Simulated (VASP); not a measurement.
# TiAl (Amm2) in VASP: further runs

The runs below take TiAl through single point, with r2SCAN.

Program: VASP 6.6.1. These are calculated values, not measurements. Logs are shortened: lines on timing, memory, paths and dates and some standing lists are left out, and cuts for length are marked.

### Step 1. The cell of the first run

It takes space group Amm2 (No. 38, orthorhombic). Conventional cell: a = 4.678 Å, b = 2.867 Å, c = 4.867 Å, α = 90.00°, β = 90.00°, γ = 90.00°. Ti (site symmetry mm2) has 6 Ti at 2.82 to 2.87 Å and 6 Al at 2.85 to 2.86 Å within 3.7 Å. Within 3.7 Å of Al (site symmetry mm2) lie 6 Al at 2.82 to 2.87 Å and 6 Ti at 2.85 to 2.86 Å.

### Step 2. Single point, r2SCAN (strain -0.0200 x Voigt [0, 1, 0, 0, 0, 0])

POSCAR

```
TiAl
1.0
    2.8672622327      0.0000000000      0.0000000000
   -1.4336311163      2.4334594942      0.0000000000
    0.0000000000      0.0000000000      4.6780830000
Ti Al
1 1
Direct
    0.0000000000      0.0000000000      0.0000000000
    0.3333333333      0.6666666667      0.5000000000
```

INCAR.step1

```
SYSTEM = TiAl
PREC = Accurate ; ENCUT = 520
ISMEAR = 0 ; SIGMA = 0.15
LREAL = .FALSE. ; LASPH = .TRUE.
NELM = 60 ; NBANDS = 14
GGA = PE ; ALGO = Normal
EDIFF = 1E-4 ; LWAVE = .TRUE.
LCHARG = .FALSE.
```

INCAR.step2

```
SYSTEM = TiAl
PREC = Accurate ; ENCUT = 520
EDIFF = 1E-6 ; ISMEAR = 0
SIGMA = 0.15 ; LREAL = .FALSE.
LASPH = .TRUE. ; NELM = 60
ALGO = Normal ; ISIF = 2
LWAVE = .FALSE. ; LCHARG = .FALSE.
METAGGA = R2SCAN ; LMIXTAU = .TRUE.
NBANDS = 14 ; ISTART = 1
```

KPOINTS

```
Automatic mesh
0
G
  18 18 10
  0 0 0
```

Potentials or basis: VASP PAW PBE potentials, release 64 (Ti_sv, Al).

Run with:

```sh
> cat potpaw_PBE.64/Ti_sv/POTCAR potpaw_PBE.64/Al/POTCAR > POTCAR
> cp INCAR.step1 INCAR
> mpirun -np 1 vasp_std > vasp.out
> cp INCAR.step2 INCAR
> mpirun -np 1 vasp_std > vasp.out
```

OUTCAR:

```text
SYSTEM = TiAl
   PREC = Accurate
   ENCUT = 520
   EDIFF = 1E-6
   ISMEAR = 0
   LREAL = .FALSE.
   LASPH = .TRUE.
   NELM = 60
   ISIF = 2
   METAGGA = R2SCAN
   ISTART = 1

 ion  position               nearest neighbor table
   1  0.000  0.000  0.000-   2 2.85   2 2.85   2 2.86   2 2.86   2 2.86   2 2.86
   2  0.333  0.667  0.500-   1 2.85   1 2.85   1 2.86   1 2.86   1 2.86   1 2.86

  Warning from LATTYP: Monoclinic adjustment (A1->A3, A2->A1, A3->A2)!
  LATTYP: Found a base centered orthorhombic cell.
 ALAT       =     2.8672622327
 B/A-ratio  =     1.6974097914
 C/A-ratio  =     1.6315504549

  Lattice vectors:

 A1 = (   1.4336311163,  -2.4334594942,   0.0000000000)
 A2 = (   1.4336311164,   2.4334594942,   0.0000000000)
 A3 = (   0.0000000000,   0.0000000000,   4.6780830000)

Analysis of symmetry for initial positions (statically):
=====================================================================
 Subroutine PRICEL returns:
 Original cell was already a primitive cell.

 Routine SETGRP: Setting up the symmetry group for a
 base centered orthorhombic supercell.

 Subroutine GETGRP returns: Found  4 space group operations
 (whereof  4 operations were pure point group operations)
 out of a pool of  8 trial point group operations.

The static configuration has the point symmetry C_2v.

Analysis of symmetry for dynamics (positions and initial velocities):
=====================================================================
 Subroutine PRICEL returns:
 Original cell was already a primitive cell.

 Routine SETGRP: Setting up the symmetry group for a
 base centered orthorhombic supercell.

 Subroutine GETGRP returns: Found  4 space group operations
 (whereof  4 operations were pure point group operations)
 out of a pool of  8 trial point group operations.

The dynamic configuration has the point symmetry C_2v.

 Subroutine INISYM returns: Found  4 space group operations
 (whereof  4 operations are pure point group operations),
 and found     1 'primitive' translations

----------------------------------------------------------------------------------------

                                     Primitive cell

  volume of cell :      32.6407

  direct lattice vectors                    reciprocal lattice vectors
     2.867262233  0.000000000  0.000000000     0.348764751  0.205468799  0.000000000
    -1.433631116  2.433459494  0.000000000     0.000000000  0.410937598  0.000000000
     0.000000000  0.000000000  4.678083000     0.000000000  0.000000000  0.213762774
[... 95 lines left out ...]
   NELECT =      15.0000    total number of electrons
   NUPDOWN=      -1.0000    fix difference up-down
   EMIN   =  10.00;   EMAX   =-10.00  energy-range for DOS
   EFERMI =   0.00;   METHOD = LEGACY
   ISMEAR =     0;   SIGMA  =   0.15  broadening in eV -4-tet -1-fermi 0-gaus
   EFERMI_NEDOS =   21; number of points for ismear=-14 and -15
   IALGO  =     38    algorithm
   IMIX   =      4    mixing-type and parameters
     AMIX     =   0.40;   BMIX     =  1.00
     AMIX_MAG =   1.60;   BMIX_MAG =  1.00
  volume/ion in A,a.u.               =      16.32       110.14
  Fermi-wavevector in a.u.,A,eV,Ry     =   1.263336  2.387358 21.715130  1.596017
  Thomas-Fermi vector in A             =   2.396698
   LORBIT       =      0    0 simple, 1 ext, 2 COOP (PROOUT), +10 PAW based schemes
   METAGGA = R2SCAN    functional components
   LHFCALC =     F    Hartree Fock is set to
   AEXX    =    0.0000 exact exchange contribution
   IVDW    =     0    specifies the selected vdW correction
   LEPSILON=     F    determine dielectric tensor
   LRPA    =     F    only Hartree local field effects (RPA)
 non-spin polarized calculation
 Gauss-broadening in eV      SIGMA  =   0.15
  energy-cutoff  :      520.00
  volume of cell :       32.64
 maximum number of plane-waves:       894
 NGX is ok and might be reduce to    24
   NGX = 11   NGY = 11   NGZ = 17

 number of electron      15.0000001 magnetization

 Free energy of the ion-electron system (eV)
  ---------------------------------------------------
  ext. energy  EPLUGINS =         0.00000000
  ---------------------------------------------------
  free energy    TOTEN  =       -20.24115315 eV

  energy without entropy =      -20.21660142  energy(sigma->0) =      -20.22887728

 E-fermi :   8.0599     XC(G=0): -11.8373

 val. band max:        8.0580609565   @ k =   0.4444   0.0000   0.4000
 cond. band min:       8.0607393005   @ k =   0.3333   0.3333   0.3000
 fundamental gap:      0.0026783440
 Fermi energy:         8.0599247010

 k-point     1 :       0.0000    0.0000    0.0000
  band No.  band energies     occupation
      1     -50.7481      2.00000
      2     -26.0276      2.00000
      3     -25.5733      2.00000
      4     -25.5539      2.00000
      5      -1.5218      2.00000
      6       5.5577      2.00000
      7       5.8652      2.00000
      8       9.3849      0.00000
      9       9.6650      0.00000
     10      11.1991      0.00000
     11      11.2582      0.00000
     12      12.2485      0.00000
     13      21.6825      0.00000
     14      22.2248      0.00000
[... 377 lines left out ...]
      1     -50.6922      2.00000
      2     -25.9730      2.00000
      3     -25.8994      2.00000
      4     -25.6412      2.00000
      5       0.1492      2.00000
      6       6.1652      2.00000
      7       6.9352      2.00000
      8       8.3346      0.00961
      9      10.7784      0.00000
     10      10.8479      0.00000
     11      11.5788      0.00000
     12      12.4764      0.00000
     13      14.1589      0.00000
     14      17.4102      0.00000

 [... further k-points ...]

------------------------ aborting loop because EDIFF is reached ----------------------------------------

  FORCE on cell =-STRESS in cart. coord.  units (eV):
  Direction    XX          YY          ZZ          XY          YZ          ZX
  --------------------------------------------------------------------------------------
  -------------------------------------------------------------------------------------
  Total        0.2540124      0.6556403     -0.1811000      0.0000000      0.0000000      0.0000000
  in kB       12.4682677     32.1822761     -8.8893403      0.0000000      0.0000000      0.0000000
  external PRESSURE =      11.9204012 kB  Pullay stress =       0.0000000 kB

 VOLUME and BASIS-vectors are now :
 -----------------------------------------------------------------------------
  energy-cutoff  :      520.00
  volume of cell :       32.64
      direct lattice vectors                 reciprocal lattice vectors
     2.867262233  0.000000000  0.000000000     0.348764751  0.205468799  0.000000000
    -1.433631116  2.433459494  0.000000000     0.000000000  0.410937598  0.000000000
     0.000000000  0.000000000  4.678083000     0.000000000  0.000000000  0.213762774

 POSITION                                       TOTAL-FORCE (eV/Angst)
 -----------------------------------------------------------------------------------
      0.00000      0.00000      0.00000        -0.000000     -0.073500      0.000000
     -0.00000      1.62231      2.33904         0.000000      0.073500      0.000000
 -----------------------------------------------------------------------------------
    total drift:                                0.000000     -0.000336      0.000000

  FREE ENERGIE OF THE ION-ELECTRON SYSTEM (eV)
  ---------------------------------------------------
  free  energy   TOTEN  =       -20.2411531458 eV

  energy  without entropy=      -20.2166014195  energy(sigma->0) =      -20.22887728
```

OSZICAR.step1:

```text
N       E                     dE             d eps       ncg     rms          rms(c)
DAV:   1     0.998772955089E+02    0.99877E+02   -0.71128E+03 15300   0.109E+03
DAV:   2    -0.769124216904E+01   -0.10757E+03   -0.10332E+03 15960   0.299E+02
DAV:   3    -0.133740166389E+02   -0.56828E+01   -0.55614E+01 23188   0.660E+01
DAV:   4    -0.135407939730E+02   -0.16678E+00   -0.16650E+00 17272   0.100E+01
DAV:   5    -0.135468166635E+02   -0.60227E-02   -0.60222E-02 22918   0.181E+00    0.930E+00
DAV:   6    -0.123844397016E+02    0.11624E+01   -0.57902E+00 17354   0.296E+01    0.377E+00
DAV:   7    -0.121106603452E+02    0.27378E+00   -0.73503E-01 16788   0.986E+00    0.206E+00
DAV:   8    -0.120906367446E+02    0.20024E-01   -0.16446E-01 17436   0.466E+00    0.813E-01
DAV:   9    -0.120893988200E+02    0.12379E-02   -0.47455E-02 16826   0.310E+00    0.418E-01
DAV:  10    -0.120868729323E+02    0.25259E-02   -0.77489E-03 17094   0.114E+00    0.576E-02
DAV:  11    -0.120869394846E+02   -0.66552E-04   -0.65687E-04 20468   0.238E-01
   1 F= -.12086939E+02 E0= -.12073607E+02  d E =-.266649E-01
```

Run time: 11 min. Hardware: 1 thread of Intel Xeon 8259CL, shared host; peak memory 0.38 GiB.

Results:

```yaml
Free_energy: -20.2412 eV
Pressure: 1.2 GPa
Largest_force: 0.073 eV/Å
Band_gap_on_the_k_mesh: zero (an odd number of electrons rules out a gap without spin polarisation)
```

Forces on the atoms (eV/Å):
```
Ti   0.000 -0.073  0.000
Al   0.000  0.073  0.000
```

Levels at points of the mesh, in eV from the Fermi level:
```
           k point  band 5  band 6  band 7  band 8  band 9  band 10  band 11  band 12
(0.00, 0.00, 0.00)   -9.58   -2.50   -2.19    1.32    1.61     3.14     3.20     4.19
(0.50, 0.00, 0.00)   -4.00   -3.04   -1.62   -1.07    2.49     4.23     4.28     4.38
(0.00, 0.50, 0.00)   -3.89   -2.83   -1.57   -1.05    2.36     4.36     4.37     4.39
(0.00, 0.00, 0.50)   -8.66   -5.70   -0.51    1.34    1.62     3.06     3.13     7.00
(0.50, 0.00, 0.50)   -3.90   -2.66   -1.95    0.39    1.03     2.30     3.22     4.32
(0.00, 0.50, 0.50)   -3.77   -2.49   -1.96    0.60    1.11     2.13     3.30     4.37
```

Caveat: the cell differs from its parent crystal (strain -0.0200 x Voigt [0, 1, 0, 0, 0, 0]); the PAW data sets were made with another functional, which shifts forces and pressure a little.

(Continued in part 2 of 2.)
